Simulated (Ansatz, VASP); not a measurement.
GaMo in VASP and in Ansatz

```
Ga Mo
1.0
     3.11802    0.00000    0.00000
     0.00000    3.11802    0.00000
     0.00000    0.00000    3.11802
Ga Mo
1 1
Direct
  0.50000 0.50000 0.50000
  0.00000 0.00000 0.00000
```

Change from the starting cell: species swapped into the ZnNi type (Pm-3m, No. 221).

Alike in both runs: functional PBE; k mesh 6 × 6 × 6; occupations gaussian, width 0.2 eV; no spin polarisation.

Ansatz relaxed the structure, and its values are those at the end. VASP's run is a single point on that final structure, the one shown.

```csv
,VASP,Ansatz
version,VASP 6.6.1,Ansatz 0.2.0
potentials or method,"VASP PAW PBE potentials, release 64 (Ga_d, Mo_sv), cutoff 520 eV","scalar-relativistic, plane waves, PAW"
valence electrons in the cell,27,27
```

```csv
,VASP,Ansatz,Ansatz less VASP
gap on the k mesh at the Fermi level (eV),none,none,-
pressure (GPa),1.0,0.5,-0.50
```

A gap of «none» marks a metal or a gap that the smearing closes. With one functional, cell and mesh, what is left measures potentials, basis and numerics.
